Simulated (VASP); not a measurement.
# PPd12 in VASP: further runs

Runs on PPd12. Level: PBE. Tasks: single point.

Everything below comes from runs of VASP 6.6.1. Logs are shortened: lines on timing, memory, paths and dates and some standing lists are left out, and cuts for length are marked.

## Step 1: The cell of the first run

The cell holds a slab with vacuum, 13 atoms: a = 5.501 Å, b = 5.501 Å, c = 16.492 Å, α = 90.00°, β = 90.00°, γ = 60.00°.

## Step 2: Single point, PBE

INCAR

```
SYSTEM = PPd12
ALGO = Normal
EDIFF = 1E-6
ENCUT = 520
GGA = PE
ISIF = 2
ISMEAR = 0
LASPH = .True.
LCHARG = .False.
LREAL = .False.
LWAVE = .False.
NBANDS = 74
NELM = 100
PREC = Accurate
SIGMA = 0.15
```

KPOINTS

```
k-points
0
Gamma
  4 4 1
  0 0 0
```

POSCAR

```
PPd12
1.0
    5.5012911388      0.0000002887      0.0000000000
    2.7506453194      4.7642580241      0.0000000000
    0.0000000000      0.0000000000     16.4917850000
Pd P
12 1
Direct
    0.1666666667      0.1666666667      0.0606362500
    0.6666666533      0.1666666933      0.0606362500
    0.1666666933      0.6666666533      0.0606362500
    0.6666666533      0.6666666533      0.0606362500
   -0.1669092514      0.3334546257      0.2013132706
    0.3334546257      0.3334546257      0.2013132706
   -0.1666666667      0.8333333333      0.2025836628
    0.3334546257      0.8330907486      0.2013132706
   -0.0030771630     -0.0030771630      0.3449093572
    0.5061543259     -0.0030771630      0.3449093572
   -0.0030771630      0.5061543259      0.3449093572
    0.5000000000      0.5000000000      0.3410008603
    0.1666666667      1.1666666667      0.4380189876
```

Potentials or basis: VASP PAW PBE potentials, release 64 (Pd, P).

Launch:

```
> cat potpaw_PBE.64/Pd/POTCAR potpaw_PBE.64/P/POTCAR > POTCAR
> mpirun -np 1 vasp_std > vasp.out
```

OUTCAR:

```text
SYSTEM = PPd12
   EDIFF = 1E-6
   ENCUT = 520
   GGA = PE
   ISIF = 2
   ISMEAR = 0
   LASPH = .True.
   LREAL = .False.
   NELM = 100
   PREC = Accurate

 ion  position               nearest neighbor table
   1  0.167  0.167  0.061-   3 2.75   2 2.75   4 2.75   4 2.75   3 2.75   2 2.75   6 2.81   8 2.81
                             5 2.81
   2  0.667  0.167  0.061-   3 2.75   4 2.75   1 2.75   1 2.75   3 2.75   4 2.75   6 2.81   5 2.81
                             7 2.83
   3  0.167  0.667  0.061-   2 2.75   4 2.75   1 2.75   1 2.75   2 2.75   4 2.75   6 2.81   8 2.81
                             7 2.83
   4  0.667  0.667  0.061-   2 2.75   3 2.75   1 2.75   1 2.75   2 2.75   3 2.75   5 2.81   8 2.81
                             7 2.83
   5  0.833  0.333  0.201-   8 2.75   6 2.75   7 2.75   7 2.75   8 2.75   6 2.75  12 2.80   4 2.81
                             2 2.81   1 2.81  11 2.86   9 2.86
   6  0.333  0.333  0.201-   8 2.75   5 2.75   7 2.75   7 2.75   8 2.75   5 2.75  12 2.80   3 2.81
                             2 2.81   1 2.81  10 2.86  11 2.86
   7  0.833  0.833  0.203-   5 2.75   8 2.75   6 2.75   6 2.75   5 2.75   8 2.75  11 2.82  10 2.82
                             9 2.82   2 2.83   3 2.83   4 2.83
   8  0.333  0.833  0.201-   5 2.75   6 2.75   7 2.75   7 2.75   5 2.75   6 2.75  12 2.80   4 2.81
                             3 2.81   1 2.81  10 2.86   9 2.86
   9  0.997  0.997  0.345-  13 2.23  11 2.70  10 2.70  12 2.75  12 2.75  11 2.80  10 2.80   7 2.82
                             5 2.86   8 2.86
  10  0.506  0.997  0.345-  13 2.23  11 2.70   9 2.70  12 2.75  12 2.75  11 2.80   9 2.80   7 2.82
                             8 2.86   6 2.86
  11  0.997  0.506  0.345-  13 2.23  10 2.70   9 2.70  12 2.75  12 2.75  10 2.80   9 2.80   7 2.82
                             5 2.86   6 2.86
  12  0.500  0.500  0.341-  10 2.75  11 2.75   9 2.75   9 2.75  10 2.75  11 2.75   8 2.80   5 2.80
                             6 2.80
  13  0.167  0.167  0.438-  11 2.23  10 2.23   9 2.23

  LATTYP: Found a hexagonal cell.
 ALAT       =     5.5012911388
 C/A-ratio  =     2.9978026220

  Lattice vectors:

 A1 = (  -2.7506453194,  -4.7642580241,   0.0000000000)
 A2 = (   5.5012911388,   0.0000002887,   0.0000000000)
 A3 = (   0.0000000000,   0.0000000000,  16.4917850000)

Analysis of symmetry for initial positions (statically):
=====================================================================
 Subroutine PRICEL returns:
 Original cell was already a primitive cell.

 Routine SETGRP: Setting up the symmetry group for a
 hexagonal supercell.

 Subroutine GETGRP returns: Found  6 space group operations
 (whereof  2 operations were pure point group operations)
 out of a pool of 24 trial point group operations.

The static configuration has the point symmetry C_1h.
 The point group associated with its full space group is C_3v.

Analysis of symmetry for dynamics (positions and initial velocities):
=====================================================================
 Subroutine PRICEL returns:
 Original cell was already a primitive cell.

 Routine SETGRP: Setting up the symmetry group for a
 hexagonal supercell.

 Subroutine GETGRP returns: Found  6 space group operations
 (whereof  2 operations were pure point group operations)
 out of a pool of 24 trial point group operations.

The dynamic configuration has the point symmetry C_1h.
 The point group associated with its full space group is C_3v.

 Subroutine INISYM returns: Found  6 space group operations
 (whereof  2 operations are pure point group operations),
 and found     1 'primitive' translations

----------------------------------------------------------------------------------------

                                     Primitive cell

  volume of cell :     432.2426

  direct lattice vectors                    reciprocal lattice vectors
     5.501291139  0.000000289  0.000000000     0.181775515 -0.104948130  0.000000000
     2.750645319  4.764258024  0.000000000    -0.000000011  0.209896279  0.000000000
     0.000000000  0.000000000 16.491785000     0.000000000  0.000000000  0.060636250

  length of vectors
     5.501291139  5.501291139 16.491785000     0.209896279  0.209896279  0.060636250

  position of ions in fractional coordinates (direct lattice)
     0.166666667  0.166666667  0.060636250
     0.666666653  0.166666693  0.060636250
     0.166666693  0.666666653  0.060636250
     0.666666653  0.666666653  0.060636250
     0.833090749  0.333454626  0.201313271
     0.333454626  0.333454626  0.201313271
     0.833333333  0.833333333  0.202583663
     0.333454626  0.833090749  0.201313271
     0.996922837  0.996922837  0.344909357
     0.506154326  0.996922837  0.344909357
     0.996922837  0.506154326  0.344909357
     0.500000000  0.500000000  0.341000860
     0.166666667  0.166666667  0.438018988

  ion indices of the primitive-cell ions
   primitive index   ion index
                 1           1
                 2           2
                 3           3
                 4           4
                 5           5
                 6           6
                 7           7
                 8           8
                 9           9
                10          10
                11          11
                12          12
                13          13

----------------------------------------------------------------------------------------

 KPOINTS: k-points

Automatic generation of k-mesh.
 Grid dimensions read from file:
 generate k-points for:    4    4    1

 Generating k-lattice:

  Cartesian coordinates                     Fractional coordinates (reciprocal lattice)
     0.045443879 -0.026237032  0.000000000     0.250000000  0.000000000  0.000000000
    -0.000000003  0.052474070  0.000000000     0.000000000  0.250000000  0.000000000
     0.000000000  0.000000000  0.060636250     0.000000000  0.000000000  1.000000000

  Length of vectors
     0.052474070  0.052474070  0.060636250

  Shift w.r.t. Gamma in fractional coordinates (k-lattice)
     0.000000000  0.000000000  0.000000000

 Subroutine IBZKPT returns following result:
 ===========================================

 Found      4 irreducible k-points:

 Following reciprocal coordinates:
            Coordinates               Weight
  0.000000  0.000000  0.000000      1.000000
  0.250000  0.000000  0.000000      6.000000
  0.500000  0.000000  0.000000      3.000000
  0.500000  0.250000  0.000000      6.000000
   k-points           NKPTS =      4   k-points in BZ     NKDIM =      4   number of bands    NBANDS=     74
   number of dos      NEDOS =    301   number of ions     NIONS =     13
   total plane-waves  NPLWV = 222264
   dimension x,y,z NGX =    42 NGY =   42 NGZ =  126
   dimension x,y,z NGXF=    84 NGYF=   84 NGZF=  252
   ions per type =              12   1
   NGX,Y,Z   is equivalent  to a cutoff of  12.69, 12.69, 12.70 a.u.
   NGXF,Y,Z  is equivalent  to a cutoff of  25.38, 25.38, 25.40 a.u.
 SYSTEM =  PPd12
   PREC   = accura    normal or accurate (medium, high low for compatibility)
   ISTART =      0    job   : 0-new  1-cont  2-samecut
   ICHARG =      2    charge: 1-file 2-atom 10-const
   ISPIN  =      1    spin polarized calculation?
   LNONCOLLINEAR =      F non collinear calculations
   LSORBIT =      F    spin-orbit coupling
   LASPH  =      T    aspherical Exc in radial PAW
   ENCUT  =  520.0 eV  38.22 Ry    6.18 a.u.  10.23 10.23 30.66*2*pi/ulx,y,z
   NELM   =    100;   NELMIN=  2; NELMDL= -5     # of ELM steps
   EDIFF  = 0.1E-05   stopping-criterion for ELM
   LREAL  =      F    real-space projection
[... 7 lines left out ...]
   TEBEG  =    0.0;   TEEND  =   0.0 temperature during run
   PSTRESS=    0.0 pullay stress
   NELECT =     125.0000    total number of electrons
   NUPDOWN=      -1.0000    fix difference up-down
   EMIN   =  10.00;   EMAX   =-10.00  energy-range for DOS
   EFERMI =   0.00;   METHOD = LEGACY
   ISMEAR =     0;   SIGMA  =   0.15  broadening in eV -4-tet -1-fermi 0-gaus
   EFERMI_NEDOS =   21; number of points for ismear=-14 and -15
   IALGO  =     38    algorithm
   IMIX   =      4    mixing-type and parameters
     AMIX     =   0.40;   BMIX     =  1.00
     AMIX_MAG =   1.60;   BMIX_MAG =  1.00
  volume/ion in A,a.u.               =      33.25       224.38
  Fermi-wavevector in a.u.,A,eV,Ry     =   1.082602  2.045822 15.946408  1.172028
  Thomas-Fermi vector in A             =   2.218648
   LORBIT       =      0    0 simple, 1 ext, 2 COOP (PROOUT), +10 PAW based schemes
   GGA     = PE    functional components
   LHFCALC =     F    Hartree Fock is set to
   AEXX    =    0.0000 exact exchange contribution
   IVDW    =     0    specifies the selected vdW correction
   LEPSILON=     F    determine dielectric tensor
   LRPA    =     F    only Hartree local field effects (RPA)
 non-spin polarized calculation
 Gauss-broadening in eV      SIGMA  =   0.15
  energy-cutoff  :      520.00
  volume of cell :      432.24
 maximum number of plane-waves:     11672
 NGX is ok and might be reduce to    42
   NGX = 21   NGY = 21   NGZ = 61

 number of electron     124.9999985 magnetization

 Free energy of the ion-electron system (eV)
  ---------------------------------------------------
  ext. energy  EPLUGINS =         0.00000000
  ---------------------------------------------------
  free energy    TOTEN  =       -65.23920390 eV

  energy without entropy =      -65.00243165  energy(sigma->0) =      -65.12081777

 E-fermi :   1.4243     XC(G=0):  -6.8912

 val. band max:        1.3774912656   @ k =   0.2500   0.0000   0.0000
 cond. band min:       1.4415674853   @ k =   0.2500   0.0000   0.0000
 fundamental gap:      0.0640762197
 Fermi energy:         1.4243212481

 k-point     1 :       0.0000    0.0000    0.0000
  band No.  band energies     occupation
      1      -9.3807      2.00000
      2      -4.7235      2.00000
      3      -3.9995      2.00000
      4      -3.7868      2.00000
      5      -3.7868      2.00000
      6      -3.5836      2.00000
[... 66 lines left out ...]
     73       4.8597      0.00000
     74       5.1242      0.00000

 k-point     2 :       0.2500    0.0000    0.0000
  band No.  band energies     occupation
      1      -9.3189      2.00000
      2      -4.3114      2.00000
      3      -3.7859      2.00000
      4      -3.5693      2.00000
      5      -3.4820      2.00000
      6      -3.2348      2.00000
[... 66 lines left out ...]
     73       5.0398      0.00000
     74       5.5829      0.00000

 k-point     3 :       0.5000    0.0000    0.0000
  band No.  band energies     occupation
      1      -9.2561      2.00000
      2      -3.8697      2.00000
      3      -3.3821      2.00000
      4      -3.2134      2.00000
      5      -3.0016      2.00000
      6      -3.0003      2.00000
[... 66 lines left out ...]
     73       5.4205      0.00000
     74       5.8957      0.00000

 k-point     4 :       0.5000    0.2500    0.0000
  band No.  band energies     occupation
      1      -9.2561      2.00000
      2      -3.8157      2.00000
      3      -3.3471      2.00000
      4      -3.2550      2.00000
      5      -3.0677      2.00000
      6      -2.8586      2.00000
[... 66 lines left out ...]
     73       6.0576      0.00000
     74       6.2412      0.00000

------------------------ aborting loop because EDIFF is reached ----------------------------------------

  FORCE on cell =-STRESS in cart. coord.  units (eV):
  Direction    XX          YY          ZZ          XY          YZ          ZX
  --------------------------------------------------------------------------------------
  -------------------------------------------------------------------------------------
  Total       -0.9203544     -0.9203544     -0.3356186     -0.0000000      0.0000000     -0.0000000
  in kB       -3.4114431     -3.4114431     -1.2440247     -0.0000000      0.0000000     -0.0000000
  external PRESSURE =      -2.6889703 kB  Pullay stress =       0.0000000 kB

 VOLUME and BASIS-vectors are now :
 -----------------------------------------------------------------------------
  energy-cutoff  :      520.00
  volume of cell :      432.24
      direct lattice vectors                 reciprocal lattice vectors
     5.501291139  0.000000289  0.000000000     0.181775515 -0.104948130  0.000000000
     2.750645319  4.764258024  0.000000000    -0.000000011  0.209896279  0.000000000
     0.000000000  0.000000000 16.491785000     0.000000000  0.000000000  0.060636250

 POSITION                                       TOTAL-FORCE (eV/Angst)
 -----------------------------------------------------------------------------------
      1.37532      0.79404      1.00000        -0.000000     -0.000000      0.065209
      4.12597      0.79404      1.00000        -0.000000      0.063378     -0.006335
      2.75065      3.17617      1.00000         0.054887     -0.031689     -0.006335
      5.50129      3.17617      1.00000        -0.054887     -0.031689     -0.006335
      5.50029      1.58866      3.32002         0.007570     -0.004371      0.006987
      2.75165      1.58866      3.32002        -0.007570     -0.004371      0.006987
      6.87661      3.97022      3.34097        -0.000000      0.000000      0.003045
      4.12597      3.96906      3.32002        -0.000000      0.008742      0.006987
      8.22654      4.74960      5.68817         0.000028      0.000016     -0.025773
      5.52668      4.74960      5.68817        -0.000028      0.000016     -0.025773
      6.87661      2.41145      5.68817         0.000000     -0.000032     -0.025773
      4.12597      2.38213      5.62371        -0.000000      0.000000     -0.024860
      1.37532      0.79404      7.22371        -0.000000     -0.000000      0.031968
 -----------------------------------------------------------------------------------
    total drift:                                0.000001      0.000001      0.000470

  FREE ENERGIE OF THE ION-ELECTRON SYSTEM (eV)
  ---------------------------------------------------
  free  energy   TOTEN  =       -65.2392038989 eV

  energy  without entropy=      -65.0024316460  energy(sigma->0) =      -65.12081777
```

Wall time 12 min (1 thread of Intel Xeon 8259CL, shared host); peak memory 0.55 GiB.

What came out:

| Item | Value |
| --- | --- |
| Free energy | -65.2392 eV |
| Largest force | 0.065 eV/Å |
| Band gap on the k mesh | zero (an odd number of electrons rules out a gap without spin polarisation) |

Forces on the atoms (eV/Å):
```
Pd   0.000  0.000  0.065
Pd   0.000  0.063 -0.006
Pd   0.055 -0.032 -0.006
Pd  -0.055 -0.032 -0.006
Pd   0.008 -0.004  0.007
Pd  -0.008 -0.004  0.007
Pd   0.000  0.000  0.003
Pd   0.000  0.009  0.007
Pd   0.000  0.000 -0.026
Pd   0.000  0.000 -0.026
Pd   0.000  0.000 -0.026
Pd   0.000  0.000 -0.025
P    0.000  0.000  0.032
```

Caveat: there is no dipole correction, which matters where the two faces differ.

## Step 3: Single point, PBE

INCAR

```
ALGO     = Normal         # electronic algorithm
EDIFF    = 1E-6           # SCF threshold, eV
ENCUT    = 520            # plane-wave cutoff, eV
GGA      = PE             # functional
ISIF     = 2              # what is computed and relaxed
ISMEAR   = 0              # smearing method
LASPH    = T              # aspherical terms in the spheres
LCHARG   = T              # write CHGCAR
LELF     = T              # ELF
LREAL    = F              # projectors in reciprocal space
LVHAR    = T            
LWAVE    = F              # write WAVECAR
NBANDS   = 74             # bands
NELM     = 80             # most SCF steps
PREC     = Accurate       # precision mode
SIGMA    = 0.15           # smearing width, eV
```

KPOINTS

```
k-points
0
Gamma
  4 4 1
```

POSCAR

```
PPd12
1.0
    5.5012910000      0.0000000000      0.0000000000
    2.7506450000      4.7642580000      0.0000000000
    0.0000000000      0.0000000000     16.4917850000
Pd P
12 1
Direct
    0.1666667273      0.1666666667      0.0606362501
    0.6666666364      0.1666666667      0.0606362501
    0.1666668181      0.6666666667      0.0606362501
    0.6666667273      0.6666666667      0.0606362501
   -0.1669092537      0.3334546534      0.2013132599
    0.3334545700      0.3334546534      0.2013132599
   -0.1666665455      0.8333333333      0.2025836500
    0.3334546837      0.8330906932      0.2013132599
   -0.0030772862     -0.0030770794      0.3449093594
    0.5061542741     -0.0030770794      0.3449093594
   -0.0030770929      0.5061543686      0.3449093594
    0.5000000000      0.5000000000      0.3410008680
    0.1666667273      1.1666666667      0.4380189895
```

Potentials or basis: VASP PAW PBE potentials, release 64 (Pd, P).

Launch:

```
> cat potpaw_PBE.64/Pd/POTCAR potpaw_PBE.64/P/POTCAR > POTCAR
> mpirun -np 1 vasp_std > vasp.out
```

Wall time 12 min (1 thread of Intel Xeon 8259CL, shared host); peak memory 0.56 GiB.

The run converged. Its results:

* Free energy: -65.2392 eV
* Largest force: 0.065 eV/Å
* Band gap on the k mesh: zero (an odd number of electrons rules out a gap without spin polarisation)

Forces in eV/Å, atoms in the order of the input:
```
Pd   0.000  0.000  0.065
Pd   0.000  0.063 -0.006
Pd   0.055 -0.032 -0.006
Pd  -0.055 -0.032 -0.006
Pd   0.008 -0.004  0.007
Pd  -0.008 -0.004  0.007
Pd   0.000  0.000  0.003
Pd   0.000  0.009  0.007
Pd   0.000  0.000 -0.026
Pd   0.000  0.000 -0.026
Pd   0.000  0.000 -0.026
Pd   0.000  0.000 -0.025
P    0.000  0.000  0.032
```

Levels at points of the mesh, in eV from the Fermi level:
```
           k point  band 59  band 60  band 61  band 62  band 63  band 64  band 65  band 66
(0.00, 0.00, 0.00)     0.15     0.17     0.17     0.36     0.36     0.37     0.73     0.73
(0.50, 0.00, 0.00)    -0.48    -0.28    -0.23    -0.20    -0.14     0.04     0.06     0.75
```

Caveat: there is no dipole correction, which matters where the two faces differ.

## Step 4: Single point, PBE

INCAR

```
SYSTEM = PPd12
PREC = Accurate
ENCUT = 520
EDIFF = 1E-6
ISMEAR = 0
SIGMA = 0.15
LREAL = .FALSE.
LASPH = .TRUE.
NELM = 60
ALGO = Normal
ISIF = 2
LWAVE = .FALSE.
LCHARG = .FALSE.
GGA = PE
NBANDS = 74
```

KPOINTS

```
regular mesh
0
G
  4 4 1
  0 0 0
```

POSCAR

```
PPd12
1.0
    5.5012910000      0.0000000000      0.0000000000
    2.7506450000      4.7642580000      0.0000000000
    0.0000000000      0.0000000000     16.4917850000
Pd P
12 1
Direct
    0.1666667000      0.1666667000      0.0606362000
    0.6666667000      0.1666667000      0.0606362000
    0.1666667000      0.6666667000      0.0606362000
    0.6666667000      0.6666667000      0.0606362000
   -0.1668686751      0.3331506539      0.2020080893
    0.3335119226      0.3329779618      0.2021135544
   -0.1670364688      0.8335211246      0.2021100394
    0.3332485117      0.8332587353      0.2006536737
   -0.0063546417      0.0028759676      0.3443935154
    0.5026476571      0.0026699346      0.3448858862
   -0.0002254948      0.4997988801      0.3401237255
    0.5028461428      0.4936832965      0.3444100059
    0.3322751566      0.8323818703      0.4375589030
```

Launch:

```
> cat potpaw_PBE.64/Pd/POTCAR potpaw_PBE.64/P/POTCAR > POTCAR
> mpirun -np 1 vasp_std > vasp.out
```

Run time: 30 min. Hardware: 1 thread of Intel Xeon 8259CL, shared host; peak memory 0.65 GiB.

The run converged. Its results:

- Free energy: -65.2185 eV
- Largest force: 0.134 eV/Å
- Band gap on the k mesh: zero (an odd number of electrons rules out a gap without spin polarisation)

Forces on the atoms (eV/Å):
```
Pd   0.001 -0.010 -0.018
Pd  -0.002 -0.001  0.134
Pd   0.007  0.004 -0.013
Pd  -0.008  0.006 -0.018
Pd   0.004  0.002 -0.009
Pd  -0.005  0.004 -0.010
Pd   0.001 -0.006 -0.010
Pd  -0.001 -0.001 -0.004
Pd  -0.010  0.003 -0.021
Pd   0.007  0.004 -0.035
Pd   0.001  0.000 -0.015
Pd  -0.002 -0.010 -0.021
P    0.007  0.004  0.039
```

Levels at points of the mesh, in eV from the Fermi level:
| k point | band 59 | band 60 | band 61 | band 62 | band 63 | band 64 | band 65 | band 66 | band 67 | band 68 |
| --- | --- | --- | --- | --- | --- | --- | --- | --- | --- | --- |
| (0.00, 0.00, 0.00) | 0.16 | 0.17 | 0.17 | 0.35 | 0.35 | 0.37 | 0.62 | 0.89 | 0.91 | 1.68 |
| (0.50, 0.00, 0.00) | -0.43 | -0.27 | -0.23 | -0.21 | -0.16 | 0.04 | 0.10 | 0.79 | 0.94 | 1.70 |
| (0.50, 0.50, 0.00) | -0.43 | -0.27 | -0.24 | -0.21 | -0.16 | 0.04 | 0.10 | 0.79 | 0.94 | 1.70 |
| (0.00, 0.50, 0.00) | -0.43 | -0.27 | -0.23 | -0.21 | -0.16 | 0.04 | 0.10 | 0.79 | 0.94 | 1.70 |

Caveat: there is no dipole correction, which matters where the two faces differ.

The gap in the log of VASP goes by the Fermi energy; the results here count the filled bands.